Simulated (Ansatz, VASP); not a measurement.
# One calculation of HfO2, two programs

```xyz
6
Lattice="0.0000 -2.5221 -2.5221 0.0000 2.5221 -2.5221 5.0441 0.0000 0.0000" Properties=species:S:1:pos:R:3 pbc="T T T"
Hf    0.0000   -0.0726    0.0000
Hf    2.5221    0.0726   -2.5221
O     3.3791    1.2610   -1.2581
O     1.6650   -1.2610   -1.2639
O     0.8570    1.2610   -1.2581
O     4.1871   -1.2610   -1.2639
```

Change from the starting cell: mode 1 frozen in at -0.404 Å and mode 5 at -0.073 Å (largest displacements).

Alike in both runs: task single point; functional PBEsol; k mesh 6 × 6 × 6; occupations gaussian, width 0.05 eV; no spin polarisation.

|  | VASP | Ansatz |
| --- | --- | --- |
| version | VASP 6.6.1 | Ansatz 0.2.0 |
| potentials or method | VASP PAW PBE potentials, release 64 (Hf_pv, O), cutoff 520 eV | scalar-relativistic, plane waves, PAW |
| valence electrons in the cell | 44 | 76 |

Ansatz gave:

| Property | Result |
| --- | --- |
| gap on the k mesh at the Fermi level (eV) | 4.36 |
| least direct gap on the mesh (eV) | 4.52 |
| pressure (GPa) | 17.4 |
| traceless stress, the component that is largest in VASP (GPa) | 7.33 |
| rms of the force components (eV/Å) | 0.904 |

Q: Estimate VASP's values.

A: gap on the k mesh at the Fermi level (eV): 4.33; least direct gap on the mesh (eV): 4.49; pressure (GPa): 14.4; traceless stress, the component that is largest in VASP (GPa): 7.44; rms of the force components (eV/Å): 0.900.

VASP's potentials were made for PBE, not for PBEsol, and Ansatz warns of the same on its side. Atom by atom the forces differ by 0.018 eV/Å (rms over components). VASP's potentials hold 44 valence electrons a cell and Ansatz's 76, so a difference there can come from the potentials and not from the codes.

Spin-orbit coupling is off throughout.
